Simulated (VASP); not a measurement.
# As (Fm-3m) in VASP: single point with LDA

Aim: the single point of As with LDA.

All numbers are computed with VASP 6.6.1; they aren't measurements. Logs are shortened: lines on timing, memory, paths and dates and some standing lists are left out, and cuts for length are marked.

### Step 1. The cell of the first run

The structure is cubic, space group Fm-3m (No. 225). Conventional cell: a = 5.676 Å, b = 5.676 Å, c = 5.676 Å, α = 90.00°, β = 90.00°, γ = 90.00°. As (site symmetry m-3m) has 12 As at 4.01 Å within 5.3 Å.

### Step 2. Single point, LDA

INCAR reads:

```
SYSTEM = As
PREC = Accurate
ENCUT = 520
EDIFF = 1E-7
ISMEAR = 1
SIGMA = 0.05
LREAL = .FALSE.
LASPH = .TRUE.
NELM = 100
ALGO = Normal
ISIF = 2
LWAVE = .FALSE.
LCHARG = .FALSE.
GGA = CA
NBANDS = 8
```

KPOINTS reads:

```
Automatic mesh
0
G
  7 7 7
  0 0 0
```

POSCAR reads:

```
As
1.0
    0.0000000000      2.8381910000      2.8381910000
    2.8381910000      0.0000000000      2.8381910000
    2.8381910000      2.8381910000      0.0000000000
As
1
Direct
    0.0000000000      0.0000000000      0.0000000000
```

Potentials or basis: VASP PAW LDA potentials, release 64 (As).

Run with:

```console
cat potpaw_LDA.64/As/POTCAR > POTCAR
mpirun -np 1 vasp_std > vasp.out
```

OUTCAR:

```text
SYSTEM = As
   PREC = Accurate
   ENCUT = 520
   EDIFF = 1E-7
   ISMEAR = 1
   LREAL = .FALSE.
   LASPH = .TRUE.
   NELM = 100
   ISIF = 2
   GGA = CA

 ion  position               nearest neighbor table
   1  0.000  0.000  0.000-

  LATTYP: Found a face centered cubic cell.
 ALAT       =     5.6763820000

  Lattice vectors:

 A1 = (   0.0000000000,   2.8381910000,   2.8381910000)
 A2 = (   2.8381910000,   0.0000000000,   2.8381910000)
 A3 = (   2.8381910000,   2.8381910000,   0.0000000000)

Analysis of symmetry for initial positions (statically):
=====================================================================
 Subroutine PRICEL returns:
 Original cell was already a primitive cell.

 Routine SETGRP: Setting up the symmetry group for a
 face centered cubic supercell.

 Subroutine GETGRP returns: Found 48 space group operations
 (whereof 48 operations were pure point group operations)
 out of a pool of 48 trial point group operations.

The static configuration has the point symmetry O_h .

Analysis of symmetry for dynamics (positions and initial velocities):
=====================================================================
 Subroutine PRICEL returns:
 Original cell was already a primitive cell.

 Routine SETGRP: Setting up the symmetry group for a
 face centered cubic supercell.

 Subroutine GETGRP returns: Found 48 space group operations
 (whereof 48 operations were pure point group operations)
 out of a pool of 48 trial point group operations.

The dynamic configuration has the point symmetry O_h .

 Subroutine INISYM returns: Found 48 space group operations
 (whereof 48 operations are pure point group operations),
 and found     1 'primitive' translations

----------------------------------------------------------------------------------------

                                     Primitive cell

  volume of cell :      45.7251

  direct lattice vectors                    reciprocal lattice vectors
     0.000000000  2.838191000  2.838191000    -0.176168552  0.176168552  0.176168552
     2.838191000  0.000000000  2.838191000     0.176168552 -0.176168552  0.176168552
     2.838191000  2.838191000  0.000000000     0.176168552  0.176168552 -0.176168552

  length of vectors
     4.013808205  4.013808205  4.013808205     0.305132884  0.305132884  0.305132884

  position of ions in fractional coordinates (direct lattice)
     0.000000000  0.000000000  0.000000000

  ion indices of the primitive-cell ions
   primitive index   ion index
                 1           1

----------------------------------------------------------------------------------------

 KPOINTS: Automatic mesh

Automatic generation of k-mesh.
 Grid dimensions read from file:
 generate k-points for:    7    7    7

 Generating k-lattice:

  Cartesian coordinates                     Fractional coordinates (reciprocal lattice)
    -0.025166936  0.025166936  0.025166936     0.142857143  0.000000000  0.000000000
     0.025166936 -0.025166936  0.025166936     0.000000000  0.142857143  0.000000000
     0.025166936  0.025166936 -0.025166936     0.000000000  0.000000000  0.142857143

  Length of vectors
     0.043590412  0.043590412  0.043590412

  Shift w.r.t. Gamma in fractional coordinates (k-lattice)
     0.000000000  0.000000000  0.000000000

 Subroutine IBZKPT returns following result:
 ===========================================

 Found     20 irreducible k-points:

 Following reciprocal coordinates:
            Coordinates               Weight
  0.000000  0.000000  0.000000      1.000000
  0.142857  0.000000  0.000000      8.000000
  0.285714  0.000000  0.000000      8.000000
  0.428571  0.000000  0.000000      8.000000
  0.142857  0.142857  0.000000      6.000000
  0.285714  0.142857  0.000000     24.000000
[... 12 lines left out ...]
 -0.428571  0.428571  0.142857     24.000000
 -0.285714  0.428571  0.142857     24.000000
   k-points           NKPTS =     20   k-points in BZ     NKDIM =     20   number of bands    NBANDS=      8
   number of dos      NEDOS =    301   number of ions     NIONS =      1
   total plane-waves  NPLWV =  27000
   dimension x,y,z NGX =    30 NGY =   30 NGZ =   30
   dimension x,y,z NGXF=    60 NGYF=   60 NGZF=   60
   ions per type =               1
   NGX,Y,Z   is equivalent  to a cutoff of  12.43, 12.43, 12.43 a.u.
   NGXF,Y,Z  is equivalent  to a cutoff of  24.85, 24.85, 24.85 a.u.
 SYSTEM =  As
   PREC   = accura    normal or accurate (medium, high low for compatibility)
   ISTART =      0    job   : 0-new  1-cont  2-samecut
   ICHARG =      2    charge: 1-file 2-atom 10-const
   ISPIN  =      1    spin polarized calculation?
   LNONCOLLINEAR =      F non collinear calculations
   LSORBIT =      F    spin-orbit coupling
   LASPH  =      T    aspherical Exc in radial PAW
   ENCUT  =  520.0 eV  38.22 Ry    6.18 a.u.   7.46  7.46  7.46*2*pi/ulx,y,z
   NELM   =    100;   NELMIN=  2; NELMDL= -5     # of ELM steps
   EDIFF  = 0.1E-06   stopping-criterion for ELM
   LREAL  =      F    real-space projection
   EDIFFG = 0.1E-05   stopping-criterion for IOM
   NSW    =      0    number of steps for IOM
   IBRION =     -1    ionic relax: 0-MD 1-quasi-New 2-CG
   NFREE  =      0    steps in history (QN), initial steepest desc. (CG)
   ISIF   =      2    stress and relaxation
   ISYM   =      2    0-nonsym 1-usesym 2-fastsym
   POTIM  = 0.5000    time-step for ionic-motion
   TEBEG  =    0.0;   TEEND  =   0.0 temperature during run
   PSTRESS=    0.0 pullay stress
   NELECT =       5.0000    total number of electrons
   NUPDOWN=      -1.0000    fix difference up-down
   EMIN   =  10.00;   EMAX   =-10.00  energy-range for DOS
   EFERMI =   0.00;   METHOD = LEGACY
   ISMEAR =     1;   SIGMA  =   0.05  broadening in eV -4-tet -1-fermi 0-gaus
   EFERMI_NEDOS =   21; number of points for ismear=-14 and -15
   IALGO  =     38    algorithm
   IMIX   =      4    mixing-type and parameters
     AMIX     =   0.40;   BMIX     =  1.00
     AMIX_MAG =   1.60;   BMIX_MAG =  1.00
  volume/ion in A,a.u.               =      45.73       308.57
  Fermi-wavevector in a.u.,A,eV,Ry     =   0.782852  1.479377  8.338437  0.612858
  Thomas-Fermi vector in A             =   1.886661
   LORBIT       =      0    0 simple, 1 ext, 2 COOP (PROOUT), +10 PAW based schemes
   GGA     = CA    functional components
   LHFCALC =     F    Hartree Fock is set to
   AEXX    =    0.0000 exact exchange contribution
   IVDW    =     0    specifies the selected vdW correction
   LEPSILON=     F    determine dielectric tensor
   LRPA    =     F    only Hartree local field effects (RPA)
 non-spin polarized calculation
 Methfessel and Paxton  Order N= 1 SIGMA  =   0.05
  energy-cutoff  :      520.00
  volume of cell :       45.73
 maximum number of plane-waves:      1248
 NGX is ok and might be reduce to    30
   NGX = 15   NGY = 15   NGZ = 15

 number of electron       5.0000000 magnetization

 Free energy of the ion-electron system (eV)
  ---------------------------------------------------
  ext. energy  EPLUGINS =         0.00000000
  ---------------------------------------------------
  free energy    TOTEN  =        -2.61258482 eV

  energy without entropy =       -2.61092862  energy(sigma->0) =       -2.61203275

 E-fermi :  -0.5311     XC(G=0):  -7.5210

 val. band max:       -0.5412082308   @ k =   0.4286   0.2857   0.0000
 cond. band min:      -0.5033335822   @ k =  -0.2857   0.4286   0.1429
 fundamental gap:      0.0378746486
 Fermi energy:        -0.5310598742

 k-point     1 :       0.0000    0.0000    0.0000
  band No.  band energies     occupation
      1     -11.0902      2.00000
      2       0.8558      0.00000
      3       0.8558      0.00000
      4       0.8558      0.00000
      5       4.5802      0.00000
      6       9.1604      0.00000
      7       9.1604      0.00000
      8       9.1604      0.00000

 k-point     2 :       0.1429    0.0000    0.0000
  band No.  band energies     occupation
      1     -10.9611      2.00000
      2      -0.1514     -0.00000
      3       0.7652      0.00000
      4       0.7652      0.00000
      5       5.4493      0.00000
      6       8.4893      0.00000
      7       9.4203      0.00000
      8       9.4203      0.00000

 k-point     3 :       0.2857    0.0000    0.0000
  band No.  band energies     occupation
      1     -10.6393      2.00000
      2      -1.7131      2.00000
      3       0.5795      0.00000
      4       0.5795      0.00000
      5       5.9033      0.00000
      6       9.0379      0.00000
      7       9.2143      0.00000
      8       9.2143      0.00000

 k-point     4 :       0.4286    0.0000    0.0000
  band No.  band energies     occupation
      1     -10.3390      2.00000
      2      -2.7319      2.00000
      3       0.4453     -0.00000
      4       0.4453     -0.00000
      5       5.6610      0.00000
      6       8.7318      0.00000
      7       8.7318      0.00000
      8       9.8843      0.00000

 k-point     5 :       0.1429    0.1429    0.0000
  band No.  band energies     occupation
      1     -10.9181      2.00000
      2      -0.1196     -0.00000
      3       0.5540      0.00000
      4       0.5540      0.00000
      5       5.7930      0.00000
      6       7.8705      0.00000
      7       9.8239      0.00000
      8       9.8239      0.00000
[... 133 lines left out ...]
 k-point    18 :      -0.4286    0.2857    0.1429
  band No.  band energies     occupation
      1     -10.1640      2.00000
      2      -2.2772      2.00000
      3      -0.9694      2.00000
      4      -0.0671     -0.00000
      5       6.8227      0.00000
      6       7.4658      0.00000
      7       9.0573      0.00000
      8      10.5133      0.00000

 k-point    19 :      -0.4286    0.4286    0.1429
  band No.  band energies     occupation
      1     -10.0701      2.00000
      2      -2.2049      2.00000
      3      -0.9502      2.00000
      4      -0.5594      1.80820
      5       5.7668      0.00000
      6       6.9016      0.00000
      7       9.9609      0.00000
      8      11.7776      0.00000

 k-point    20 :      -0.2857    0.4286    0.1429
  band No.  band energies     occupation
      1     -10.0377      2.00000
      2      -1.8340      2.00000
      3      -1.7003      2.00000
      4      -0.5033      0.20287
      5       6.3114      0.00000
      6       8.1183      0.00000
      7       9.3439      0.00000
      8      10.2012      0.00000

------------------------ aborting loop because EDIFF is reached ----------------------------------------

  FORCE on cell =-STRESS in cart. coord.  units (eV):
  Direction    XX          YY          ZZ          XY          YZ          ZX
  --------------------------------------------------------------------------------------
  -------------------------------------------------------------------------------------
  Total       -3.1576627     -3.1576627     -3.1576627      0.0000000      0.0000000      0.0000000
  in kB     -110.6423702   -110.6423702   -110.6423702      0.0000000      0.0000000      0.0000000
  external PRESSURE =    -110.6423702 kB  Pullay stress =       0.0000000 kB

 VOLUME and BASIS-vectors are now :
 -----------------------------------------------------------------------------
  energy-cutoff  :      520.00
  volume of cell :       45.73
      direct lattice vectors                 reciprocal lattice vectors
     0.000000000  2.838191000  2.838191000    -0.176168552  0.176168552  0.176168552
     2.838191000  0.000000000  2.838191000     0.176168552 -0.176168552  0.176168552
     2.838191000  2.838191000  0.000000000     0.176168552  0.176168552 -0.176168552

 POSITION                                       TOTAL-FORCE (eV/Angst)
 -----------------------------------------------------------------------------------
      0.00000      0.00000      0.00000         0.000000      0.000000      0.000000
 -----------------------------------------------------------------------------------
    total drift:                               -0.000000     -0.000000     -0.000000

  FREE ENERGIE OF THE ION-ELECTRON SYSTEM (eV)
  ---------------------------------------------------
  free  energy   TOTEN  =        -2.6125848201 eV

  energy  without entropy=       -2.6109286152  energy(sigma->0) =       -2.61203275
```

It took 9.6 s on 1 thread of Intel Xeon 8259CL, shared host; peak memory 0.14 GiB.

Results:

```
Free energy : -2.6126 eV
Pressure    : -11.1 GPa
```
